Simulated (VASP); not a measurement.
Input of a VASP 6.6.1 run:

The input INCAR:

```
  PREC = Accurate
  ENCUT = 520
  EDIFF = 1E-6
  ISMEAR = -1
  SIGMA = 0.05
  LREAL = Auto
  LASPH = True
  NELM = 120
  ALGO = Normal
  ISIF = 2
  LWAVE = False
  LCHARG = False
  GGA = PE
  NBANDS = 171
  NELECT = 264.0
  ISYM = 0
  GGA_COMPAT = False
```

File KPOINTS:

```
Automatic mesh
0
Gamma
  1 1 1
  0.25 0.25 0.25
```

The input POSCAR:

```
NbAl31N32
1.0
    8.7554440000      0.0000000000      0.0000000000
    0.0000000000      8.7554440000      0.0000000000
    0.0000000000      0.0000000000      8.7554440000
Al Nb N
31 1 32
Direct
    0.9999580000      0.0002240000      0.9998660000
    0.9998370000      0.0000990000      0.5000650000
    0.9998290000      0.5004220000      0.9997350000
    0.0000750000      0.5003250000      0.4999670000
    0.5001630000      0.0000890000      0.9997290000
    0.5000520000      0.0003560000      0.4999590000
    0.5000530000      0.5003200000      0.9999930000
    0.2489990000      0.2492680000      0.9998600000
    0.2442800000      0.2445560000      0.4967540000
    0.2490080000      0.7512660000      0.9999700000
    0.2445480000      0.7559710000      0.5033410000
    0.7509980000      0.2492630000      0.9999680000
    0.7556990000      0.2448220000      0.5033160000
    0.7509280000      0.7511770000      0.9997050000
    0.7552710000      0.7555360000      0.4965800000
    0.2489890000      0.0002070000      0.2489080000
    0.2490080000      0.0003420000      0.7509160000
    0.2442700000      0.4971020000      0.2441970000
    0.2445510000      0.5037020000      0.7556140000
    0.7509890000      0.0003340000      0.2489010000
    0.7509210000      0.0000650000      0.7508270000
    0.7556870000      0.5036510000      0.2444540000
    0.7552520000      0.4969730000      0.7551580000
    0.9999400000      0.2492560000      0.2489100000
    0.0000750000      0.2492660000      0.7509060000
    0.0000750000      0.7512500000      0.2489000000
    0.9997780000      0.7512030000      0.7508360000
    0.4968340000      0.2445380000      0.2441880000
    0.5034120000      0.2448250000      0.7556020000
    0.5034070000      0.7559670000      0.2444480000
    0.4967310000      0.7555170000      0.7551490000
    0.4992740000      0.4995480000      0.4991610000
    0.1251000000      0.1253590000      0.1250040000
    0.1244690000      0.1247200000      0.6255540000
    0.1244720000      0.6259150000      0.1243600000
    0.1252860000      0.6253950000      0.6250370000
    0.6256570000      0.1247250000      0.1243690000
    0.6251320000      0.1255440000      0.6250440000
    0.6251420000      0.6253980000      0.1251890000
    0.6270460000      0.6273110000      0.6269690000
    0.3752420000      0.3755040000      0.1252230000
    0.3724790000      0.3727400000      0.6283700000
    0.3746060000      0.8760700000      0.1244160000
    0.3752780000      0.8755430000      0.6250760000
    0.8758120000      0.3748670000      0.1244010000
    0.8752870000      0.3755240000      0.6250750000
    0.8751220000      0.8753810000      0.1249770000
    0.8754420000      0.8756980000      0.6255320000
    0.3752320000      0.1255760000      0.3751480000
    0.3746090000      0.1247790000      0.8757040000
    0.3724670000      0.6287400000      0.3723720000
    0.3752760000      0.6254380000      0.8751920000
    0.8757950000      0.1247580000      0.3745170000
    0.8751270000      0.1253270000      0.8750230000
    0.8752720000      0.6254200000      0.3751750000
    0.8754570000      0.6258840000      0.8753540000
    0.1252990000      0.3755030000      0.3751400000
    0.1245250000      0.3748590000      0.8756920000
    0.1245120000      0.8760450000      0.3745030000
    0.1250690000      0.8753860000      0.8750220000
    0.6285120000      0.3727100000      0.3723520000
    0.6251700000      0.3755340000      0.8751880000
    0.6251550000      0.8755430000      0.3751700000
    0.6256300000      0.8757110000      0.8753560000
```

Potentials or basis: VASP PAW PBE potentials, release 64 (Al, Nb_sv, N).

Run with:

```bash
$ cat potpaw_PBE.64/Al/POTCAR potpaw_PBE.64/Nb_sv/POTCAR potpaw_PBE.64/N/POTCAR > POTCAR
$ mpirun -np 1 vasp_std > vasp.out
```

(1) Estimate the largest force.

Answers

(1) 0.170 eV/Å.

Caveat: the cell carries a net charge on a neutralising background, which shifts energy and pressure.
